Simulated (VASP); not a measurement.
# HfC (Fm-3m) in VASP: notebook

Runs on HfC. Level: PBE. Tasks: single point, relaxation of cell and atoms.

Everything below comes from runs of VASP 6.6.1. Logs are shortened: lines on timing, memory, paths and dates and some standing lists are left out, and cuts for length are marked.

**1. The cell of the first run**

The structure is cubic, space group Fm-3m (No. 225). Conventional cell: a = 4.651 Å, b = 4.651 Å, c = 4.651 Å, α = 90.00°, β = 90.00°, γ = 90.00°. Within 3.1 Å of Hf (site symmetry m-3m) lie 6 C at 2.33 Å. Within 3.1 Å of C (site symmetry m-3m) lie 6 Hf at 2.33 Å.

**2. Single point, PBE**

The input, INCAR:

```
PREC = Accurate ; ENCUT = 600
EDIFF = 1E-6 ; ISMEAR = 1
SIGMA = 0.1 ; LREAL = F
LASPH = T ; NELM = 120
ALGO = Normal ; ISIF = 2
LWAVE = F ; LCHARG = F
GGA = PE ; NBANDS = 14
GGA_COMPAT = F
```

The input, KPOINTS:

```
regular mesh
0
Gamma
  16 16 16
```

The input, POSCAR:

```
HfC
1.0
    0.0000000000      2.3256843997      2.3256843997
    2.3256843997      0.0000000000      2.3256843997
    2.3256843997      2.3256843997      0.0000000000
Hf C
1 1
Direct
    0.5000000000      0.5000000000      0.5000000000
    0.0000000000      0.0000000000      0.0000000000
```

Potentials or basis: VASP PAW PBE potentials, release 64 (Hf_pv, C).

Run with:

```console
$ cat potpaw_PBE.64/Hf_pv/POTCAR potpaw_PBE.64/C/POTCAR > POTCAR
$ mpirun -np 1 vasp_std > vasp.out
```

OUTCAR:

```text
PREC = Accurate
   ENCUT = 600
   EDIFF = 1E-6
   ISMEAR = 1
   LREAL = F
   LASPH = T
   NELM = 120
   ISIF = 2
   GGA = PE

 ion  position               nearest neighbor table
   1  0.500  0.500  0.500-   2 2.33   2 2.33   2 2.33   2 2.33   2 2.33   2 2.33
   2  0.000  0.000  0.000-   1 2.33   1 2.33   1 2.33   1 2.33   1 2.33   1 2.33

  LATTYP: Found a face centered cubic cell.
 ALAT       =     4.6513687994

  Lattice vectors:

 A1 = (   0.0000000000,   2.3256843997,   2.3256843997)
 A2 = (   2.3256843997,   0.0000000000,   2.3256843997)
 A3 = (   2.3256843997,   2.3256843997,   0.0000000000)

Analysis of symmetry for initial positions (statically):
=====================================================================
 Subroutine PRICEL returns:
 Original cell was already a primitive cell.

 Routine SETGRP: Setting up the symmetry group for a
 face centered cubic supercell.

 Subroutine GETGRP returns: Found 48 space group operations
 (whereof 48 operations were pure point group operations)
 out of a pool of 48 trial point group operations.

The static configuration has the point symmetry O_h .

Analysis of symmetry for dynamics (positions and initial velocities):
=====================================================================
 Subroutine PRICEL returns:
 Original cell was already a primitive cell.

 Routine SETGRP: Setting up the symmetry group for a
 face centered cubic supercell.

 Subroutine GETGRP returns: Found 48 space group operations
 (whereof 48 operations were pure point group operations)
 out of a pool of 48 trial point group operations.

The dynamic configuration has the point symmetry O_h .

 Subroutine INISYM returns: Found 48 space group operations
 (whereof 48 operations are pure point group operations),
 and found     1 'primitive' translations

----------------------------------------------------------------------------------------

                                     Primitive cell

  volume of cell :      25.1584

  direct lattice vectors                    reciprocal lattice vectors
     0.000000000  2.325684400  2.325684400    -0.214990478  0.214990478  0.214990478
     2.325684400  0.000000000  2.325684400     0.214990478 -0.214990478  0.214990478
     2.325684400  2.325684400  0.000000000     0.214990478  0.214990478 -0.214990478

  length of vectors
     3.289014420  3.289014420  3.289014420     0.372374430  0.372374430  0.372374430

  position of ions in fractional coordinates (direct lattice)
     0.500000000  0.500000000  0.500000000
[... 89 lines left out ...]
   NELECT =      14.0000    total number of electrons
   NUPDOWN=      -1.0000    fix difference up-down
   EMIN   =  10.00;   EMAX   =-10.00  energy-range for DOS
   EFERMI =   0.00;   METHOD = LEGACY
   ISMEAR =     1;   SIGMA  =   0.10  broadening in eV -4-tet -1-fermi 0-gaus
   EFERMI_NEDOS =   21; number of points for ismear=-14 and -15
   IALGO  =     38    algorithm
   IMIX   =      4    mixing-type and parameters
     AMIX     =   0.40;   BMIX     =  1.00
     AMIX_MAG =   1.60;   BMIX_MAG =  1.00
  volume/ion in A,a.u.               =      12.58        84.89
  Fermi-wavevector in a.u.,A,eV,Ry     =   1.346553  2.544616 24.670145  1.813205
  Thomas-Fermi vector in A             =   2.474375
   LORBIT       =      0    0 simple, 1 ext, 2 COOP (PROOUT), +10 PAW based schemes
   GGA     = PE    functional components
   LHFCALC =     F    Hartree Fock is set to
   AEXX    =    0.0000 exact exchange contribution
   IVDW    =     0    specifies the selected vdW correction
   LEPSILON=     F    determine dielectric tensor
   LRPA    =     F    only Hartree local field effects (RPA)
 non-spin polarized calculation
 Methfessel and Paxton  Order N= 1 SIGMA  =   0.10
  energy-cutoff  :      600.00
  volume of cell :       25.16
 maximum number of plane-waves:       872
   NGX = 13   NGY = 13   NGZ = 13

 number of electron      14.0000000 magnetization

 Free energy of the ion-electron system (eV)
  ---------------------------------------------------
  ext. energy  EPLUGINS =         0.00000000
  ---------------------------------------------------
  free energy    TOTEN  =       -21.04594632 eV

  energy without entropy =      -21.04534716  energy(sigma->0) =      -21.04574660

 E-fermi :   5.9237     XC(G=0): -12.2807

 val. band max:        5.9032602934   @ k =   0.4375   0.3750   0.0000
 cond. band min:       5.9284997249   @ k =   0.1250   0.1250   0.0000
 fundamental gap:      0.0252394315
 Fermi energy:         5.9236824256

 k-point     1 :       0.0000    0.0000    0.0000
  band No.  band energies     occupation
      1     -23.6308      2.00000
      2     -23.6308      2.00000
      3     -23.6308      2.00000
      4      -6.3581      2.00000
      5       6.9466     -0.00000
      6       6.9466     -0.00000
      7       6.9466     -0.00000
      8       7.3371     -0.00000
      9       7.3371     -0.00000
     10       7.3371     -0.00000
     11       9.3339      0.00000
     12       9.3339      0.00000
     13      12.7640      0.00000
     14      16.9444      0.00000
[... 377 lines left out ...]
      1     -23.6960      2.00000
      2     -23.6487      2.00000
      3     -23.6327      2.00000
      4      -6.0996      2.00000
      5       5.5592      2.00000
      6       5.8631      1.84523
      7       5.9807      0.18739
      8       7.4980     -0.00000
      9       8.1487      0.00000
     10       8.1552      0.00000
     11       9.9216      0.00000
     12      10.8183      0.00000
     13      13.3658      0.00000
     14      17.6650      0.00000

 [... further k-points ...]

------------------------ aborting loop because EDIFF is reached ----------------------------------------

  FORCE on cell =-STRESS in cart. coord.  units (eV):
  Direction    XX          YY          ZZ          XY          YZ          ZX
  --------------------------------------------------------------------------------------
  -------------------------------------------------------------------------------------
  Total       -0.1141742     -0.1141742     -0.1141742      0.0000000     -0.0000000      0.0000000
  in kB       -7.2710351     -7.2710351     -7.2710351      0.0000000     -0.0000000      0.0000000
  external PRESSURE =      -7.2710351 kB  Pullay stress =       0.0000000 kB

 VOLUME and BASIS-vectors are now :
 -----------------------------------------------------------------------------
  energy-cutoff  :      600.00
  volume of cell :       25.16
      direct lattice vectors                 reciprocal lattice vectors
     0.000000000  2.325684400  2.325684400    -0.214990478  0.214990478  0.214990478
     2.325684400  0.000000000  2.325684400     0.214990478 -0.214990478  0.214990478
     2.325684400  2.325684400  0.000000000     0.214990478  0.214990478 -0.214990478

 POSITION                                       TOTAL-FORCE (eV/Angst)
 -----------------------------------------------------------------------------------
      2.32568      2.32568      2.32568         0.000000      0.000000      0.000000
      0.00000      0.00000      0.00000         0.000000      0.000000      0.000000
 -----------------------------------------------------------------------------------
    total drift:                                0.000000      0.000000      0.000000

  FREE ENERGIE OF THE ION-ELECTRON SYSTEM (eV)
  ---------------------------------------------------
  free  energy   TOTEN  =       -21.0459463196 eV

  energy  without entropy=      -21.0453471635  energy(sigma->0) =      -21.04574660
```

OSZICAR:

```text
N       E                     dE             d eps       ncg     rms          rms(c)
DAV:   1     0.267115475118E+02    0.26712E+02   -0.84543E+03  4068   0.110E+03
DAV:   2    -0.224970440809E+02   -0.49209E+02   -0.45808E+02  5332   0.214E+02
DAV:   3    -0.242199665285E+02   -0.17229E+01   -0.17143E+01  4950   0.283E+01
DAV:   4    -0.242279733097E+02   -0.80068E-02   -0.80063E-02  4732   0.236E+00
DAV:   5    -0.242280227272E+02   -0.49417E-04   -0.49418E-04  4938   0.169E-01    0.568E+01
DAV:   6    -0.211156839042E+02    0.31123E+01   -0.12033E+01  4408   0.183E+01    0.409E+01
DAV:   7    -0.210618249898E+02    0.53859E-01   -0.55569E-01  5104   0.524E+00    0.249E+01
DAV:   8    -0.210526342368E+02    0.91908E-02   -0.73467E-02  4792   0.220E+00    0.650E+00
DAV:   9    -0.210461765385E+02    0.64577E-02   -0.21896E-02  4546   0.893E-01    0.212E+00
DAV:  10    -0.210459508958E+02    0.22564E-03   -0.12418E-03  5096   0.267E-01    0.584E-02
DAV:  11    -0.210459466421E+02    0.42537E-05   -0.71144E-05  4678   0.695E-02    0.217E-02
DAV:  12    -0.210459463196E+02    0.32246E-06   -0.25838E-06  5184   0.143E-02
   1 F= -.21045946E+02 E0= -.21045747E+02  d E =-.599156E-03
```

stdout:

```text
POSCAR found type information on POSCAR HfC
 POSCAR found :  2 types and       2 ions
 scaLAPACK will be used
 LDA part: xc-table for (Slater+PW92), standard interpolation
 POSCAR, INCAR and KPOINTS ok, starting setup
 FFT: planning ... GRIDC
 FFT: planning ... GRID_SOFT
 FFT: planning ... GRID
 WAVECAR not read
 entering main loop
```

It took 60 s on 1 thread of Intel Xeon Platinum 8259CL at 2.50GHz (Skylake/Cascade Lake), shared host; peak memory 0.21 GiB.

Results:

| Property | Result |
| --- | --- |
| Free energy | -21.0459 eV |
| Pressure | -0.7 GPa |
| Band gap on the k mesh | zero (bands 7 and 8 overlap by 1.42 eV) |

Caveat: spin-orbit coupling is left out, which moves the levels of the heavy elements.

**3. Relaxation of cell and atoms, PBE**

The input, INCAR:

```
ALGO = Normal
EDIFF = 1E-7
EDIFFG = -0.01
ENCUT = 600
GGA = PE
GGA_COMPAT = F
IBRION = 2
ISIF = 3
ISMEAR = 1
LASPH = T
LCHARG = F
LREAL = F
LWAVE = F
NELM = 120
NELMIN = 4
NSW = 80
PREC = Accurate
SIGMA = 0.1
```

The input, KPOINTS:

```
k-points
0
Gamma
  16 16 16
```

The input, POSCAR:

```
HfC
1.0
    0.0000000000      2.3250000000      2.3250000000
    2.3250000000      0.0000000000      2.3250000000
    2.3250000000      2.3250000000      0.0000000000
Hf C
1 1
Direct
    0.5000000000      0.5000000000      0.5000000000
    0.0000000000      0.0000000000      0.0000000000
```

Potentials or basis: VASP PAW PBE potentials, release 64 (Hf_pv, C).

Run with:

```console
$ cat potpaw_PBE.64/Hf_pv/POTCAR potpaw_PBE.64/C/POTCAR > POTCAR
$ mpirun -np 1 vasp_std > vasp.out
```

OUTCAR:

```text
EDIFF = 1E-7
   EDIFFG = -0.01
   ENCUT = 600
   GGA = PE
   IBRION = 2
   ISIF = 3
   ISMEAR = 1
   LASPH = T
   LREAL = F
   NELM = 120
   NELMIN = 4
   NSW = 80
   PREC = Accurate

 ion  position               nearest neighbor table
   1  0.500  0.500  0.500-   2 2.33   2 2.33   2 2.33   2 2.33   2 2.33   2 2.33
   2  0.000  0.000  0.000-   1 2.33   1 2.33   1 2.33   1 2.33   1 2.33   1 2.33

  LATTYP: Found a face centered cubic cell.
 ALAT       =     4.6500000000

  Lattice vectors:

 A1 = (   0.0000000000,   2.3250000000,   2.3250000000)
 A2 = (   2.3250000000,   0.0000000000,   2.3250000000)
 A3 = (   2.3250000000,   2.3250000000,   0.0000000000)

Analysis of symmetry for initial positions (statically):
=====================================================================
 Subroutine PRICEL returns:
 Original cell was already a primitive cell.

[... 265 lines left out ...]
      5       6.9711     -0.00000
      6       6.9711     -0.00000
      7       6.9711     -0.00000
      8       7.3618     -0.00000
      9       7.3618     -0.00000
     10       7.3618     -0.00000
     11       9.3671      0.00000
[... 309 lines left out ...]
 k-point    24 :      -0.0625    0.0625    0.0000
  band No.  band energies     occupation
      1     -23.6580      2.00000
      2     -23.6102      2.00000
      3     -23.5940      2.00000
      4      -6.0907      2.00000
      5       5.5811      2.00000
      6       5.8843      1.86100
      7       6.0024      0.20082
      8       7.5232     -0.00000
      9       8.1757      0.00000
     10       8.1831      0.00000
     11       9.9575      0.00000

 [... further k-points ...]

------------------------ aborting loop because EDIFF is reached ----------------------------------------

  FORCE on cell =-STRESS in cart. coord.  units (eV):
  Direction    XX          YY          ZZ          XY          YZ          ZX
  --------------------------------------------------------------------------------------
  -------------------------------------------------------------------------------------
  Total        0.0015143      0.0015143      0.0015143      0.0000000     -0.0000000      0.0000000
  in kB        0.0967287      0.0967287      0.0967287      0.0000000     -0.0000000      0.0000000
  external PRESSURE =       0.0967287 kB  Pullay stress =       0.0000000 kB
[... 17 lines left out ...]
  FREE ENERGIE OF THE ION-ELECTRON SYSTEM (eV)
  ---------------------------------------------------
  free  energy   TOTEN  =       -21.0460934298 eV

  energy  without entropy=      -21.0454874883  energy(sigma->0) =      -21.04589145

 reached required accuracy - stopping structural energy minimisation
```

OSZICAR:

```text
N       E                     dE             d eps       ncg     rms          rms(c)
DAV:   1     0.235784593526E+02    0.23578E+02   -0.88654E+03  3190   0.140E+03
DAV:   2    -0.223913380702E+02   -0.45970E+02   -0.43798E+02  4112   0.222E+02
DAV:   3    -0.242109839880E+02   -0.18196E+01   -0.17960E+01  4190   0.325E+01
DAV:   4    -0.242269061331E+02   -0.15922E-01   -0.15909E-01  3868   0.313E+00
[... 23 lines left out ...]
DAV:   3    -0.210460961823E+02    0.14229E-03   -0.43221E-04  3273   0.188E-01    0.124E-01
DAV:   4    -0.210460974675E+02   -0.12853E-05   -0.62299E-06  3939   0.265E-02    0.147E-01
DAV:   5    -0.210460941468E+02    0.33208E-05   -0.24919E-06  3855   0.133E-02    0.230E-02
DAV:   6    -0.210460934404E+02    0.70638E-06   -0.74838E-07  3650   0.535E-03    0.578E-03
DAV:   7    -0.210460934298E+02    0.10562E-07   -0.17510E-08  1652   0.134E-03
   3 F= -.21046093E+02 E0= -.21045891E+02  d E =-.871660E-04
```

It took 1.8 min on 1 thread of Intel Xeon Platinum 8259CL at 2.50GHz (Skylake/Cascade Lake), shared host; peak memory 0.2 GiB.

Results:

- Free energy: -21.0461 eV
- Relaxed volume: 12.54 Å³/atom
- Relaxed cell: a = 3.286 Å, b = 3.286 Å, c = 3.286 Å, α = 60.00°, β = 60.00°, γ = 60.00°
- Space group after relaxing (to 0.1 Å): Fm-3m (No. 225)
- Energy gained by relaxing: 0.0 meV/atom
- Ionic steps: 3
- Pressure after relaxing: 0.0 GPa
- Band gap on the k mesh: zero (bands 7 and 8 overlap by 1.42 eV)

Final structure:
```cif
data_structure
_symmetry_space_group_name_H-M 'P 1'
_symmetry_Int_Tables_number 1
_cell_length_a 3.2857
_cell_length_b 3.2857
_cell_length_c 3.2857
_cell_angle_alpha 60.000
_cell_angle_beta 60.000
_cell_angle_gamma 60.000
_cell_volume 25.08
loop_
_atom_site_label
_atom_site_type_symbol
_atom_site_fract_x
_atom_site_fract_y
_atom_site_fract_z
_atom_site_occupancy
Hf1 Hf 0.50000 0.50000 0.50000 1
C1 C 0.00000 0.00000 0.00000 1
```

Caveat: spin-orbit coupling is left out, which moves the levels of the heavy elements.
